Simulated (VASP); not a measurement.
# TaN: single point with PBE

TaN:

```xyz
6
Lattice="5.2817 0.0000 0.0000 -2.6408 4.5741 0.0000 0.0000 0.0000 2.9588" Properties=species:S:1:pos:R:3 pbc="T T T"
Ta    0.0000    0.0000    0.0000
Ta    0.0000    3.0494    1.4794
Ta    2.6408    1.5247    1.4794
N     2.6408    0.0000    0.0000
N     1.3204    2.2870    0.0000
N    -1.3204    2.2870    0.0000
```

```yaml
Program: VASP 6.6.1
Task: single point
Functional: PBE
Potentials_or_basis: VASP PAW PBE potentials, release 64 (Ta_pv, N)
Cutoff: 520 eV
k_mesh: 5 × 5 × 8
Occupations: fermi-dirac, width 0.1 eV
Spin: no spin polarisation
Dipole_correction: no
Further_INCAR_settings: ALGO = Normal; EDIFF = 1e-06; NBANDS = 33
```

- Pressure: -5.6 GPa
- Band gap on the k mesh: zero (bands 24 and 25 overlap by 1.96 eV)

Stress tensor (GPa, compression positive):
```
-4.01  0.00  0.00
 0.00 -4.01  0.00
 0.00  0.00 -8.84
```

Levels at points of the mesh, in eV from the Fermi level:
| k point | band 20 | band 21 | band 22 | band 23 | band 24 | band 25 | band 26 | band 27 | band 28 | band 29 |
| --- | --- | --- | --- | --- | --- | --- | --- | --- | --- | --- |
| (0.00, 0.00, 0.00) | -2.95 | -2.95 | -2.37 | -1.98 | -1.16 | -1.16 | 0.77 | 0.77 | 1.08 | 1.95 |
| (0.00, 0.00, 0.50) | -3.50 | -2.99 | -2.99 | -1.83 | 0.80 | 0.80 | 1.34 | 1.57 | 2.32 | 2.32 |

Run time: 77 s on 1 thread of Intel Xeon 8259CL, with other jobs on the host, peak memory 0.21 GiB.

Caveat: the cell stands under tension; spin-orbit coupling is left out, which moves the levels of the heavy elements.
